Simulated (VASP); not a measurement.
Write the native input for VASP 6.6.1 that does the following.

| Item | Value |
| --- | --- |
| Task | single point |
| Functional | PBE |
| Potentials or basis | VASP PAW PBE potentials, release 64 (Ta_pv) |
| Cutoff | 520 eV |
| k mesh | 11 × 11 × 5 |
| Occupations | fermi-dirac, width 0.05 eV |
| Spin | no spin polarisation |
| Dipole correction | no |
| Further INCAR settings | ALGO = Normal; EDIFF = 1e-07; NBANDS = 18 |

The structure of Ta lies in POSCAR:

```
Ta
1.0
    2.9385392399      0.0000000000      0.0000000000
   -1.4692696200      2.5448496318      0.0000000000
    0.0000000000      0.0000000000      5.2342590858
Ta
2
Direct
    0.3333333333      0.6666666667      0.2500000000
    0.6666666667      0.3333333333      0.7500000000
```

The input as run:

INCAR

```
PREC     = Accurate       # precision mode
ENCUT    = 520            # plane-wave cutoff, eV
EDIFF    = 1E-7           # SCF threshold, eV
ISMEAR   = -1             # smearing method
SIGMA    = 0.05           # smearing width, eV
LREAL    = F              # projectors in reciprocal space
LASPH    = T              # aspherical terms in the spheres
NELM     = 60             # most SCF steps
ALGO     = Normal         # electronic algorithm
ISIF     = 2              # what is computed and relaxed
LWAVE    = F              # write WAVECAR
LCHARG   = F              # write CHGCAR
GGA      = PE             # functional
NBANDS   = 18             # bands
```

KPOINTS

```
regular mesh
0
Gamma
  11 11 5
```

Potentials or basis: VASP PAW PBE potentials, release 64 (Ta_pv).

Launch:

```console
$ cat potpaw_PBE.64/Ta_pv/POTCAR > POTCAR
$ mpirun -np 1 vasp_std > vasp.out
```

It gave:

- Pressure: -7.7 GPa
- Band gap on the k mesh: zero (band 11 reaches 6.07 eV, above the bottom of band 12 at 4.70 eV)

Caveat: spin-orbit coupling is left out, which moves the levels of the heavy elements.

Wall time 11 s on 1 thread of Intel(R) Xeon(R) 6975P-C (Granite Rapids), on a shared host, peak memory 0.17 GiB.
